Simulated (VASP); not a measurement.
Input of a VASP 6.6.1 run:

The input INCAR:

```
  ALGO = Normal
  EDIFF = 1E-6
  ENCUT = 520
  GGA = PE
  ISIF = 2
  ISMEAR = 0
  LASPH = T
  LCHARG = T
  LELF = T
  LREAL = Auto
  LVHAR = T
  LWAVE = F
  NBANDS = 42
  NELM = 100
  PREC = Accurate
  SIGMA = 0.05
```

File KPOINTS:

```
k-points
0
Gamma
  1 1 8
```

The input POSCAR:

```
Al
1.0
   15.6000000000      0.0000000000      0.0000000000
    0.0000000000     15.0000000000      0.0000000000
    0.0000000000      0.0000000000      7.0000085784
Al
18
Direct
    0.3413540534      0.3094838976      1.0000000000
    0.6586459466      0.5000000000      0.0000000000
    0.5528819822      0.3094838976      0.3333333333
    0.5528819822      0.6905161024      0.3333333333
    0.4471180178      0.5000000000      0.6666666667
    0.3413540534      0.5000000000      1.0000000000
    0.6586459466      0.3094838976      1.0000000000
    0.5528819822      0.5000000000      0.3333333333
    0.4471180178      0.3094838976      0.6666666667
    0.4471180178      0.6905161024      0.6666666667
    0.5000000000      0.4047419488      1.0000000000
    0.3942360356      0.5952580512      0.3333333333
    0.2884720712      0.4047419488      0.6666666667
    0.7115279288      0.4047419488      0.3333333333
    0.6057639644      0.5952580512      0.6666666667
    0.5000000000      0.5952580512      1.0000000000
    0.3942360356      0.4047419488      0.3333333333
    0.6057639644      0.4047419488      0.6666666667
```

Potentials or basis: VASP PAW PBE potentials, release 64 (Al).

Run with:

```console
$ cat potpaw_PBE.64/Al/POTCAR > POTCAR
$ mpirun -np 1 vasp_std > vasp.out
```

(1) Estimate the band gap on the k mesh.

(2) Estimate the largest force.

Answers

(1) zero (bands 27 and 28 overlap by 0.24 eV).

(2) 0.432 eV/Å.
